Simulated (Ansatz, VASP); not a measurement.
## One calculation of Al8H, two programs

Contents of INCAR:

```
SYSTEM = Al8H
ALGO = Normal
DIPOL = 0.5 0.5 0.294
EDIFF = 1E-7
ENCUT = 520
GGA = PE
IDIPOL = 3
ISIF = 2
ISMEAR = 0
LASPH = .TRUE.
LCHARG = .TRUE.
LDIPOL = .TRUE.
LELF = .TRUE.
LREAL = Auto
LVACPOTAV = .TRUE.
LVHAR = .TRUE.
LWAVE = .FALSE.
NBANDS = 40
NELM = 80
PREC = Accurate
SIGMA = 0.1
```

File KPOINTS:

```
k-points
0
G
  5 4 1
  0 0 0
```

The input POSCAR:

```
Al8H
1.0
    5.7135165837      0.0000000000      0.0000000000
    0.0000000000      8.0801326415      0.0000000000
    0.0000000000      0.0000000000     22.2432786975
Al H
16 2
Direct
    0.2500000000      0.2500000000      0.1798296040
    0.2500000000      0.7500000000      0.1798296040
    0.7500000000      0.2500000000      0.1798296040
    0.7500000000      0.7500000000      0.1798296040
    0.0000000000      0.0000000000      0.2440458181
    0.0000000000      0.5000000000      0.2440458181
    0.5000000000      0.0000000000      0.2440458181
    0.5000000000      0.5000000000      0.2440458181
    0.2500000000      0.2500000000      0.3102598702
    0.2500000000      0.7500000000      0.3102598702
    0.7500000000      0.2500000000      0.3102598702
    0.7500000000      0.7500000000      0.3102598702
    0.0000000000      0.0000000000      0.3705963860
    0.0000000000      0.5000000000      0.3705963860
    0.5000000000      0.0000000000      0.3705963860
    0.5000000000      0.5000000000      0.3705963860
    0.7500000000     -0.0464101292      0.4339863214
    0.7500000000      0.0464101292      0.4339863214
```

Input for Ansatz:

```yaml
crystal:
  lattice:
    - [5.7135165837, 0.0, 0.0]
    - [0.0, 8.0801326415, 0.0]
    - [0.0, 0.0, 22.2432786975]
  atoms:
    - { symbol: Al, position: [0.25, 0.25, 0.179829604] }
    - { symbol: Al, position: [0.25, 0.75, 0.179829604] }
    - { symbol: Al, position: [0.75, 0.25, 0.179829604] }
    - { symbol: Al, position: [0.75, 0.75, 0.179829604] }
    - { symbol: Al, position: [0.0, 0.0, 0.2440458181] }
    - { symbol: Al, position: [0.0, 0.5, 0.2440458181] }
    - { symbol: Al, position: [0.5, 0.0, 0.2440458181] }
    - { symbol: Al, position: [0.5, 0.5, 0.2440458181] }
    - { symbol: Al, position: [0.25, 0.25, 0.3102598702] }
    - { symbol: Al, position: [0.25, 0.75, 0.3102598702] }
    - { symbol: Al, position: [0.75, 0.25, 0.3102598702] }
    - { symbol: Al, position: [0.75, 0.75, 0.3102598702] }
    - { symbol: Al, position: [0.0, 0.0, 0.370596386] }
    - { symbol: Al, position: [0.0, 0.5, 0.370596386] }
    - { symbol: Al, position: [0.5, 0.0, 0.370596386] }
    - { symbol: Al, position: [0.5, 0.5, 0.370596386] }
    - { symbol: H, position: [0.75, -0.0464101292, 0.4339863214] }
    - { symbol: H, position: [0.75, 0.0464101292, 0.4339863214] }
basis:
  ecutwfc: 420
kpoints:
  mp_grid: { grid: [5, 4, 1] }
hamiltonian:
  xc: pbe
  pseudopotentials: { kind: paw, azcp: { folder: soft_1 } }
scf:
  occupations: { method: gaussian, width: 0.1 }
output:
  forces: true
  eigenvalues: true
efield:
  axis: 3
  dipole_correction: true
  ramp_width: 0.04
```

Alike in both runs: task single point; functional PBE; k mesh 5 × 4 × 1; occupations gaussian, width 0.1 eV; no spin polarisation.

|  | VASP | Ansatz |
| --- | --- | --- |
| version | VASP 6.6.1 | Ansatz 0.2.0 |
| potentials or method | VASP PAW PBE potentials, release 64 (Al, H), cutoff 520 eV | scalar-relativistic, plane waves, PAW |
| valence electrons in the cell | 50 | 50 |

VASP gave:

* gap on the k mesh at the Fermi level (eV): none
* rms of the force components (eV/Å): 0.416
* work function, face that differs most (eV): 4.15

Problem. Which values does Ansatz return?

Solution. gap on the k mesh at the Fermi level (eV): none; rms of the force components (eV/Å): 0.419; work function, face that differs most (eV): 4.14.

Atom by atom the forces differ by 0.005 eV/Å (rms over components). A gap of «none» marks a metal or a gap that the smearing closes.
